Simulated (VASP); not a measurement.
The system is Mo.

```
CELL_PARAMETERS angstrom
2.80315 0.00000 0.00000
-1.40157 2.42759 0.00000
0.00000 0.00000 4.42476
ATOMIC_POSITIONS crystal
Mo 0.33333 0.66667 0.25000
Mo 0.66667 0.33333 0.75000
```

This isn't the form of Mo at room conditions, which is bcc.

| Property | Result |
| --- | --- |
| Program | VASP 6.6.1 |
| Task | relaxation of cell and atoms |
| Functional | r2SCAN |
| Potentials or basis | VASP PAW PBE potentials, release 64 (Mo_sv) |
| Cutoff | 600 eV |
| k mesh | 12 × 12 × 4 |
| Occupations | gaussian, width 0.1 eV |
| Spin | no spin polarisation |

At the start: pressure 14.1 GPa; volume 15.06 Å³/atom.

Task: How do energy, volume and symmetry change on relaxing?

Result: Over 18 steps the energy falls by 111.0 meV/atom and the volume is 16.01 Å³/atom (+6.3 %); space group P6_3/mmc (No. 194, to 0.1 Å) before and after.

The path:
| step | energy change (eV) | largest force (eV/Å) | pressure (GPa) | volume (Å³) |
| --- | --- | --- | --- | --- |
| 1 | 0.0000 | 0.0000 | 14.09 | 30.11 |
| 2 | 0.3353 | 0.0000 | -25.27 | 36.25 |
| 3 | -0.0671 | 0.0000 | -0.77 | 31.78 |
| 4 | -0.0673 | 0.0000 | -0.16 | 31.70 |
| 5 | -0.0673 | 0.0000 | 0.10 | 31.67 |
| 6 | -0.0705 | 0.0000 | 0.18 | 31.66 |
| 7 | -0.0947 | 0.0000 | 1.09 | 31.62 |
| 8 | -0.1899 | 0.0000 | 3.33 | 31.50 |
| 9 | -0.0238 | 0.0000 | 12.77 | 31.05 |
| 10 | -0.2113 | 0.0000 | 4.71 | 31.42 |
| 11 | -0.2119 | 0.0000 | 5.21 | 31.39 |
| 12 | -0.2123 | 0.0000 | 5.13 | 31.40 |
| 13 | -0.2127 | 0.0000 | 4.95 | 31.44 |
| 14 | -0.2134 | 0.0000 | 4.74 | 31.46 |
| 15 | -0.2154 | 0.0000 | 4.13 | 31.53 |
| 16 | -0.2187 | 0.0000 | 2.92 | 31.67 |
| 17 | -0.2219 | 0.0000 | 0.56 | 31.95 |
| 18 | -0.2220 | 0.0000 | 0.00 | 32.02 |

Final structure:
```yaml
crystal:
  lattice:
    - [2.73353, 0.00000, 0.00000]
    - [-1.36677, 2.36731, 0.00000]
    - [0.00000, 0.00000, 4.94815]
  atoms:
    - { symbol: Mo, position: [0.33333, 0.66667, 0.25000] }
    - { symbol: Mo, position: [0.66667, 0.33333, 0.75000] }
```

Caveat: the PAW data sets were made with another functional, which shifts forces and pressure a little.
